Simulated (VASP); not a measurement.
# PtSe2 (P-3m1) in VASP: notebook, part 2 of 2

VASP 6.6.1. Earlier steps stand in the parts before.

## (4) Single point, PBE (equal strain along all axes, cell held: +2.0 %, then relaxed in part)

Input file INCAR:

```
ALGO = Normal
EDIFF = 1E-7
ENCUT = 520
GGA = PE
ISIF = 2
ISMEAR = 0
LASPH = True
LCHARG = False
LREAL = False
LWAVE = False
NBANDS = 18
NELM = 80
PREC = Accurate
SIGMA = 0.02
```

Input file KPOINTS:

```
k-points
0
Gamma
  12 12 4
```

Input file POSCAR:

```
PtSe2
1.0
    3.8265906755      0.0000000000      0.0000000000
   -1.9132953377      3.3139247349      0.0000000000
    0.0000000000      0.0000000000      6.6313592579
Pt Se
1 2
Direct
    0.0000000000      0.0000000000      0.0000000000
    0.6666666667      0.3333333333      0.8090549870
    0.3333333333      0.6666666667      0.1909450130
```

Potentials or basis: VASP PAW PBE potentials, release 64 (Pt, Se).

Command:

```bash
cat potpaw_PBE.64/Pt/POTCAR potpaw_PBE.64/Se/POTCAR > POTCAR
mpirun -np 1 vasp_std > vasp.out
```

OUTCAR:

```text
EDIFF = 1E-7
   ENCUT = 520
   GGA = PE
   ISIF = 2
   ISMEAR = 0
   LASPH = True
   LREAL = False
   NELM = 80
   PREC = Accurate

 ion  position               nearest neighbor table
   1  0.000  0.000  0.000-   2 2.55   3 2.55   2 2.55   3 2.55   2 2.55   3 2.55
   2  0.667  0.333  0.809-   1 2.55   1 2.55   1 2.55
   3  0.333  0.667  0.191-   1 2.55   1 2.55   1 2.55

  LATTYP: Found a hexagonal cell.
 ALAT       =     3.8265906755
 C/A-ratio  =     1.7329680178

  Lattice vectors:

 A1 = (   3.8265906755,   0.0000000000,   0.0000000000)
 A2 = (  -1.9132953377,   3.3139247349,   0.0000000000)
 A3 = (   0.0000000000,   0.0000000000,   6.6313592579)

Analysis of symmetry for initial positions (statically):
=====================================================================
 Subroutine PRICEL returns:
 Original cell was already a primitive cell.

 Routine SETGRP: Setting up the symmetry group for a
 hexagonal supercell.

 Subroutine GETGRP returns: Found 12 space group operations
 (whereof 12 operations were pure point group operations)
 out of a pool of 24 trial point group operations.

The static configuration has the point symmetry D_3d.

Analysis of symmetry for dynamics (positions and initial velocities):
=====================================================================
 Subroutine PRICEL returns:
 Original cell was already a primitive cell.

 Routine SETGRP: Setting up the symmetry group for a
 hexagonal supercell.

 Subroutine GETGRP returns: Found 12 space group operations
 (whereof 12 operations were pure point group operations)
 out of a pool of 24 trial point group operations.

The dynamic configuration has the point symmetry D_3d.

 Subroutine INISYM returns: Found 12 space group operations
 (whereof 12 operations are pure point group operations),
[... 107 lines left out ...]
   TEBEG  =    0.0;   TEEND  =   0.0 temperature during run
   PSTRESS=    0.0 pullay stress
   NELECT =      22.0000    total number of electrons
   NUPDOWN=      -1.0000    fix difference up-down
   EMIN   =  10.00;   EMAX   =-10.00  energy-range for DOS
   EFERMI =   0.00;   METHOD = LEGACY
   ISMEAR =     0;   SIGMA  =   0.02  broadening in eV -4-tet -1-fermi 0-gaus
   EFERMI_NEDOS =   21; number of points for ismear=-14 and -15
   IALGO  =     38    algorithm
   IMIX   =      4    mixing-type and parameters
     AMIX     =   0.40;   BMIX     =  1.00
     AMIX_MAG =   1.60;   BMIX_MAG =  1.00
  volume/ion in A,a.u.               =      28.03       189.16
  Fermi-wavevector in a.u.,A,eV,Ry     =   1.047040  1.978619 14.915972  1.096293
  Thomas-Fermi vector in A             =   2.181904
   LORBIT       =      0    0 simple, 1 ext, 2 COOP (PROOUT), +10 PAW based schemes
   GGA     = PE    functional components
   LHFCALC =     F    Hartree Fock is set to
   AEXX    =    0.0000 exact exchange contribution
   IVDW    =     0    specifies the selected vdW correction
   LEPSILON=     F    determine dielectric tensor
   LRPA    =     F    only Hartree local field effects (RPA)
 non-spin polarized calculation
 Gauss-broadening in eV      SIGMA  =   0.02
  energy-cutoff  :      520.00
  volume of cell :       84.09
 maximum number of plane-waves:      2298
   NGX = 15   NGY = 15   NGZ = 25

 number of electron      22.0000004 magnetization

 Free energy of the ion-electron system (eV)
  ---------------------------------------------------
  ext. energy  EPLUGINS =         0.00000000
  ---------------------------------------------------
  free energy    TOTEN  =       -14.27467968 eV

  energy without entropy =      -14.27467968  energy(sigma->0) =      -14.27467968

 E-fermi :   2.6761     XC(G=0):  -8.6552

 val. band max:        2.5792192927   @ k =   0.1667   0.0000   0.0000
 cond. band min:       3.3883768431   @ k =   0.0000   0.2500   0.2500
 fundamental gap:      0.8091575504
 Fermi energy:         2.6760512647

 k-point     1 :       0.0000    0.0000    0.0000
  band No.  band energies     occupation
      1     -11.5433      2.00000
      2      -9.6800      2.00000
      3      -2.7193      2.00000
      4      -2.7193      2.00000
      5      -2.5876      2.00000
      6      -0.4214      2.00000
[... 481 lines left out ...]
      5      -2.2183      2.00000
      6      -0.8797      2.00000
[... 10 lines left out ...]
     17      10.7288      0.00000
     18      11.4123      0.00000

 [... further k-points ...]
[... 5 lines left out ...]
  --------------------------------------------------------------------------------------
  -------------------------------------------------------------------------------------
  Total       -1.4231681     -1.4231681     -0.0581853     -0.0000000      0.0000000      0.0000000
  in kB      -27.1149973    -27.1149973     -1.1085795     -0.0000000      0.0000000      0.0000000
  external PRESSURE =     -18.4461914 kB  Pullay stress =       0.0000000 kB

 VOLUME and BASIS-vectors are now :
 -----------------------------------------------------------------------------
  energy-cutoff  :      520.00
  volume of cell :       84.09
      direct lattice vectors                 reciprocal lattice vectors
     3.826590675  0.000000000  0.000000000     0.261329231  0.150878502  0.000000000
    -1.913295338  3.313924735  0.000000000     0.000000000  0.301757004  0.000000000
     0.000000000  0.000000000  6.631359258     0.000000000  0.000000000  0.150798646

 POSITION                                       TOTAL-FORCE (eV/Angst)
 -----------------------------------------------------------------------------------
      0.00000      0.00000      0.00000         0.000000      0.000000      0.000000
      1.91330      1.10464      5.36513        -0.000000      0.000000      0.002897
     -0.00000      2.20928      1.26622         0.000000     -0.000000     -0.002897
 -----------------------------------------------------------------------------------
    total drift:                               -0.000000      0.000000     -0.000000

  FREE ENERGIE OF THE ION-ELECTRON SYSTEM (eV)
  ---------------------------------------------------
  free  energy   TOTEN  =       -14.2746796781 eV

  energy  without entropy=      -14.2746796781  energy(sigma->0) =      -14.27467968
```

OSZICAR:

```text
N       E                     dE             d eps       ncg     rms          rms(c)
DAV:   1     0.114700588328E+03    0.11470E+03   -0.95948E+03  2500   0.104E+03
DAV:   2    -0.877537549933E+01   -0.12348E+03   -0.11896E+03  3058   0.202E+02
DAV:   3    -0.150604090321E+02   -0.62850E+01   -0.62433E+01  3136   0.465E+01
DAV:   4    -0.151267184892E+02   -0.66309E-01   -0.66266E-01  3022   0.510E+00
DAV:   5    -0.151277294117E+02   -0.10109E-02   -0.10109E-02  3090   0.608E-01    0.113E+01
DAV:   6    -0.145254942570E+02    0.60224E+00   -0.45688E+00  2580   0.196E+01    0.669E+00
DAV:   7    -0.142925914481E+02    0.23290E+00   -0.91982E-01  2576   0.917E+00    0.333E+00
DAV:   8    -0.142777960713E+02    0.14795E-01   -0.63340E-02  2898   0.159E+00    0.772E-01
DAV:   9    -0.142743311351E+02    0.34649E-02   -0.10109E-02  2790   0.962E-01    0.201E-01
DAV:  10    -0.142746486472E+02   -0.31751E-03   -0.18984E-03  2734   0.244E-01    0.523E-02
DAV:  11    -0.142746713038E+02   -0.22657E-04   -0.76691E-05  3060   0.755E-02    0.296E-02
DAV:  12    -0.142746785249E+02   -0.72211E-05   -0.26853E-05  2592   0.361E-02    0.333E-03
DAV:  13    -0.142746792012E+02   -0.67630E-06   -0.19076E-06  3296   0.851E-03    0.159E-03
DAV:  14    -0.142746795568E+02   -0.35561E-06   -0.31022E-07  2556   0.367E-03    0.117E-03
DAV:  15    -0.142746796642E+02   -0.10732E-06   -0.64580E-08  2142   0.166E-03    0.321E-04
DAV:  16    -0.142746796781E+02   -0.13991E-07   -0.98010E-09  1874   0.795E-04
   1 F= -.14274680E+02 E0= -.14274680E+02  d E =-.779964E-14
```

stdout:

```text
POSCAR found type information on POSCAR PtSe
 POSCAR found :  2 types and       3 ions
 scaLAPACK will be used
 LDA part: xc-table for (Slater+PW92), standard interpolation
 POSCAR, INCAR and KPOINTS ok, starting setup
 FFT: planning ... GRIDC
 FFT: planning ... GRID_SOFT
 FFT: planning ... GRID
 WAVECAR not read
 entering main loop
```

Run time: 72 s. Hardware: 1 thread of Intel Xeon Platinum 8488C (Sapphire Rapids), shared host; peak memory 0.25 GiB.

What came out:

```yaml
Free_energy: -14.2747 eV
Pressure: -1.8 GPa
Band_gap_on_the_k_mesh: 0.81 eV, indirect (least direct gap 0.94 eV)
```

Forces on the atoms (eV/Å):
```
Pt   0.000  0.000  0.000
Se   0.000  0.000  0.003
Se   0.000  0.000 -0.003
```

Stress tensor (GPa, compression positive):
```
-2.71  0.00  0.00
 0.00 -2.71  0.00
 0.00  0.00 -0.11
```

Caveat: the cell differs from its parent crystal (equal strain along all axes, cell held: +2.0 %, then relaxed in part); spin-orbit coupling is left out, which moves the levels of the heavy elements; this functional lacks dispersion, which binds the layers, so the pressure and a relaxed spacing across them are unreliable.

## (5) Single point, PBE (equal strain along all axes, cell held: +3.0 %, then relaxed in part)

Input file INCAR:

```
  ALGO = Normal
  EDIFF = 1E-7
  ENCUT = 520
  GGA = PE
  ISIF = 2
  ISMEAR = 0
  LASPH = True
  LCHARG = False
  LREAL = False
  LWAVE = False
  NBANDS = 18
  NELM = 80
  PREC = Accurate
  SIGMA = 0.02
```

KPOINTS is that of step 4.

Input file POSCAR:

```
PtSe2
1.0
    3.8641062703      0.0000000000      0.0000000000
   -1.9320531352      3.3464141930      0.0000000000
    0.0000000000      0.0000000000      6.6963725839
Pt Se
1 2
Direct
    0.0000000000      0.0000000000      0.0000000000
    0.6666666667      0.3333333333      0.8138811920
    0.3333333333      0.6666666667      0.1861188080
```

Potentials or basis: VASP PAW PBE potentials, release 64 (Pt, Se).

Command:

```bash
cat potpaw_PBE.64/Pt/POTCAR potpaw_PBE.64/Se/POTCAR > POTCAR
mpirun -np 1 vasp_std > vasp.out
```

OUTCAR:

```text
EDIFF = 1E-7
   ENCUT = 520
   GGA = PE
   ISIF = 2
   ISMEAR = 0
   LASPH = True
   LREAL = False
   NELM = 80
   PREC = Accurate

 ion  position               nearest neighbor table
   1  0.000  0.000  0.000-   2 2.56   3 2.56   2 2.56   3 2.56   2 2.56   3 2.56
   2  0.667  0.333  0.814-   1 2.56   1 2.56   1 2.56
   3  0.333  0.667  0.186-   1 2.56   1 2.56   1 2.56

  LATTYP: Found a hexagonal cell.
 ALAT       =     3.8641062703
 C/A-ratio  =     1.7329680178

  Lattice vectors:

 A1 = (   3.8641062703,   0.0000000000,   0.0000000000)
 A2 = (  -1.9320531352,   3.3464141930,   0.0000000000)
 A3 = (   0.0000000000,   0.0000000000,   6.6963725839)

Analysis of symmetry for initial positions (statically):
=====================================================================
 Subroutine PRICEL returns:
 Original cell was already a primitive cell.

 Routine SETGRP: Setting up the symmetry group for a
 hexagonal supercell.

[... 157 lines left out ...]
   NGX = 15   NGY = 15   NGZ = 25

 number of electron      22.0000000 magnetization

 Free energy of the ion-electron system (eV)
  ---------------------------------------------------
  ext. energy  EPLUGINS =         0.00000000
  ---------------------------------------------------
  free energy    TOTEN  =       -14.24034158 eV

  energy without entropy =      -14.24034158  energy(sigma->0) =      -14.24034158

 E-fermi :   2.4878     XC(G=0):  -8.4950

 val. band max:        2.3583650431   @ k =   0.1667   0.0833   0.0000
 cond. band min:       3.1288750206   @ k =   0.0000   0.2500   0.2500
 fundamental gap:      0.7705099774
 Fermi energy:         2.4878092633

 k-point     1 :       0.0000    0.0000    0.0000
  band No.  band energies     occupation
      1     -11.7361      2.00000
      2      -9.8580      2.00000
      3      -2.9499      2.00000
      4      -2.9499      2.00000
      5      -2.7008      2.00000
      6      -0.6238      2.00000
[... 481 lines left out ...]
      5      -2.3720      2.00000
      6      -1.0692      2.00000
[... 10 lines left out ...]
     17      10.3954      0.00000
     18      11.0374      0.00000

 [... further k-points ...]
[... 5 lines left out ...]
  --------------------------------------------------------------------------------------
  -------------------------------------------------------------------------------------
  Total       -2.0925972     -2.0925972     -0.0704993      0.0000000     -0.0000000     -0.0000000
  in kB      -38.7193320    -38.7193320     -1.3044492      0.0000000     -0.0000000     -0.0000000
  external PRESSURE =     -26.2477044 kB  Pullay stress =       0.0000000 kB

 VOLUME and BASIS-vectors are now :
 -----------------------------------------------------------------------------
  energy-cutoff  :      520.00
  volume of cell :       86.59
      direct lattice vectors                 reciprocal lattice vectors
     3.864106270  0.000000000  0.000000000     0.258792054  0.149413662  0.000000000
    -1.932053135  3.346414193  0.000000000     0.000000000  0.298827325  0.000000000
     0.000000000  0.000000000  6.696372584     0.000000000  0.000000000  0.149334582

 POSITION                                       TOTAL-FORCE (eV/Angst)
 -----------------------------------------------------------------------------------
      0.00000      0.00000      0.00000         0.000000      0.000000     -0.000000
      1.93205      1.11547      5.45005        -0.000000     -0.000000      0.003390
     -0.00000      2.23094      1.24632         0.000000      0.000000     -0.003390
 -----------------------------------------------------------------------------------
    total drift:                                0.000000     -0.000000      0.000000

  FREE ENERGIE OF THE ION-ELECTRON SYSTEM (eV)
  ---------------------------------------------------
  free  energy   TOTEN  =       -14.2403415811 eV

  energy  without entropy=      -14.2403415811  energy(sigma->0) =      -14.24034158
```

OSZICAR:

```text
N       E                     dE             d eps       ncg     rms          rms(c)
DAV:   1     0.115694695758E+03    0.11569E+03   -0.93760E+03  2492   0.103E+03
DAV:   2    -0.888075231500E+01   -0.12458E+03   -0.12025E+03  3174   0.199E+02
DAV:   3    -0.150274761663E+02   -0.61467E+01   -0.61079E+01  3004   0.460E+01
DAV:   4    -0.150927748493E+02   -0.65299E-01   -0.65268E-01  3064   0.508E+00
DAV:   5    -0.150937833739E+02   -0.10085E-02   -0.10085E-02  3010   0.604E-01    0.111E+01
DAV:   6    -0.145042008035E+02    0.58958E+00   -0.47370E+00  2562   0.197E+01    0.666E+00
DAV:   7    -0.142576898553E+02    0.24651E+00   -0.94768E-01  2562   0.926E+00    0.326E+00
DAV:   8    -0.142437837698E+02    0.13906E-01   -0.67107E-02  2856   0.159E+00    0.782E-01
DAV:   9    -0.142400101559E+02    0.37736E-02   -0.10742E-02  2822   0.983E-01    0.204E-01
DAV:  10    -0.142403055007E+02   -0.29534E-03   -0.20105E-03  2732   0.245E-01    0.518E-02
DAV:  11    -0.142403328459E+02   -0.27345E-04   -0.79802E-05  2924   0.772E-02    0.293E-02
DAV:  12    -0.142403404307E+02   -0.75847E-05   -0.28657E-05  2594   0.380E-02    0.333E-03
DAV:  13    -0.142403411075E+02   -0.67684E-06   -0.18029E-06  3258   0.831E-03    0.152E-03
DAV:  14    -0.142403414944E+02   -0.38694E-06   -0.33309E-07  2600   0.382E-03    0.120E-03
DAV:  15    -0.142403415811E+02   -0.86664E-07   -0.62362E-08  2120   0.163E-03
   1 F= -.14240342E+02 E0= -.14240342E+02  d E =-.151311E-21
```

stdout:

```text
POSCAR found type information on POSCAR PtSe
 POSCAR found :  2 types and       3 ions
 scaLAPACK will be used
 LDA part: xc-table for (Slater+PW92), standard interpolation
 POSCAR, INCAR and KPOINTS ok, starting setup
 FFT: planning ... GRIDC
 FFT: planning ... GRID_SOFT
 FFT: planning ... GRID
 WAVECAR not read
 entering main loop
```

Run time: 88 s. Hardware: 1 thread of Intel Xeon Platinum 8488C (Sapphire Rapids), shared host; peak memory 0.27 GiB.

What came out:

```
Free energy            : -14.2403 eV
Pressure               : -2.6 GPa
Largest force          : 0.003 eV/Å
Band gap on the k mesh : 0.77 eV, indirect (least direct gap 0.89 eV)
```

Forces in eV/Å, atoms in the order of the input:
```
Pt   0.000  0.000  0.000
Se   0.000  0.000  0.003
Se   0.000  0.000 -0.003
```

Stress tensor (GPa, compression positive):
```
-3.87  0.00  0.00
 0.00 -3.87  0.00
 0.00  0.00 -0.13
```

Caveat: the cell differs from its parent crystal (equal strain along all axes, cell held: +3.0 %, then relaxed in part); spin-orbit coupling is left out, which moves the levels of the heavy elements; this functional lacks dispersion, which binds the layers, so the pressure and a relaxed spacing across them are unreliable.

## (6) Summary

| cell | gap on the mesh (eV) | pressure (GPa) |
| --- | --- | --- |
| a = 3.789, b = 3.789, c = 6.566 Å, angles 90.0, 90.0, 120.0°, 3 atoms | 0.84 | -1.0 |
| a = 3.827, b = 3.827, c = 6.631 Å, angles 90.0, 90.0, 120.0°, 3 atoms | 0.81 | -1.8 |
| a = 3.864, b = 3.864, c = 6.696 Å, angles 90.0, 90.0, 120.0°, 3 atoms | 0.77 | -2.6 |

Alike in all rows: task single point; level PBE; potentials or basis VASP PAW PBE potentials, release 64 (Pt, Se); no spin polarisation; k mesh 12 × 12 × 4; cutoff (eV) 520; smearing gaussian 0.02 eV.

Caveats: spin-orbit coupling is left out, which moves the levels of the heavy elements; this functional lacks dispersion, which binds the layers, so the pressure and a relaxed spacing across them are unreliable.

Total energies depend on the potentials used, so only differences within one code and one set of settings carry meaning.
